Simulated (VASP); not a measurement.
A run of VASP 6.6.1:

The input INCAR:

```
SYSTEM = BP
  PREC = Accurate
  ENCUT = 500
  EDIFF = 1E-6
  ISMEAR = 0
  SIGMA = 0.01
  LREAL = .FALSE.
  LASPH = .TRUE.
  NELM = 120
  ALGO = Normal
  ISIF = 2
  LWAVE = .FALSE.
  LCHARG = .FALSE.
  GGA = PE
  NBANDS = 11
  GGA_COMPAT = .FALSE.
```

The input KPOINTS:

```
Automatic mesh
0
G
  8 8 8
  0 0 0
```

File POSCAR:

```
BP
1.0
    0.0000000000      2.2742335117      2.2742335117
    2.2742335117      0.0000000000      2.2742335117
    2.2742335117      2.2742335117      0.0000000000
B P
1 1
Direct
    0.0000000000      0.0000000000      0.0000000000
    0.2500000000      0.2500000000      0.2500000000
```

Potentials or basis: VASP PAW PBE potentials, release 64 (B, P).

Launch:

```console
$ cat potpaw_PBE.64/B/POTCAR potpaw_PBE.64/P/POTCAR > POTCAR
$ mpirun -np 1 vasp_std > vasp.out
```

Hardware: 1 thread of Intel(R) Xeon(R) 6975P-C (Granite Rapids), on a shared host.

Q: Estimate the wall time of this run.

A: Run time: 3.4 s on 1 thread of Intel(R) Xeon(R) 6975P-C (Granite Rapids) (shared host), peak memory 0.13 GiB. Counts: scf iterations 13, k points 29.
